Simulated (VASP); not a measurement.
Write the native input for VASP 6.6.1 that does the following.

* Task: single point
* Functional: PBE
* Potentials or basis: VASP PAW PBE potentials, release 64 (Al, N)
* Cutoff: 600 eV
* k mesh: 10 × 10 × 10
* Occupations: gaussian, width 0.02 eV
* Spin: no spin polarisation
* Dipole correction: no
* Further INCAR settings: ALGO = Normal; EDIFF = 1e-06; NBANDS = 11

The structure of AlN lies in POSCAR:

```
AlN
1.0
    0.0000000000      2.2016237539      2.2016237539
    2.2016237539      0.0000000000      2.2016237539
    2.2016237539      2.2016237539      0.0000000000
Al N
1 1
Direct
    0.0000000000      0.0000000000      0.0000000000
    0.7500000000      0.7500000000      0.7500000000
```

The input as run:

INCAR

```
SYSTEM = AlN
PREC = Accurate
ENCUT = 600
EDIFF = 1E-6
ISMEAR = 0
SIGMA = 0.02
LREAL = .False.
LASPH = .True.
NELM = 120
ALGO = Normal
ISIF = 2
LWAVE = .False.
LCHARG = .False.
GGA = PE
NBANDS = 11
GGA_COMPAT = .False.
```

KPOINTS

```
regular mesh
0
Gamma
  10 10 10
  0 0 0
```

Potentials or basis: VASP PAW PBE potentials, release 64 (Al, N).

Launch:

```sh
$ cat potpaw_PBE.64/Al/POTCAR potpaw_PBE.64/N/POTCAR > POTCAR
$ mpirun -np 1 vasp_std > vasp.out
```

Results of the run:

```json
{
  "Pressure": "-0.4 GPa",
  "Band gap on the k mesh": "3.31 eV, indirect (least direct gap 3.98 eV)"
}
```

It took 13 s on 1 thread of Intel(R) Xeon(R) Platinum 8488C (Sapphire Rapids), on a shared host, peak memory 0.15 GiB.
